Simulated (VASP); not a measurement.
Here is a VASP 6.6.1 calculation.

INCAR

```
SYSTEM = Sb
  PREC = Accurate
  ENCUT = 520
  EDIFF = 1E-7
  ISMEAR = -1
  SIGMA = 0.05
  LREAL = .False.
  LASPH = .True.
  NELM = 80
  ALGO = Normal
  ISIF = 2
  LWAVE = .False.
  LCHARG = .True.
  GGA = PS
  LELF = .True.
  LVHAR = .True.
  NBANDS = 8
```

KPOINTS

```
Automatic mesh
0
Gamma
  12 12 12
  0 0 0
```

The input POSCAR:

```
Sb
1.0
    3.0209360058      0.0000000000      0.0000000000
    0.0000000000      3.0209360058      0.0000000000
    0.0000000000      0.0000000000      3.0209360058
Sb
1
Direct
    0.0000000000      0.0000000000      0.0000000000
```

Potentials or basis: VASP PAW PBE potentials, release 64 (Sb).

The run is started by

```bash
$ cat potpaw_PBE.64/Sb/POTCAR > POTCAR
$ mpirun -np 1 vasp_std > vasp.out
```

Predict the pressure.

2.8 GPa.

Caveat: the PAW data sets were made with another functional, which shifts forces and pressure a little.
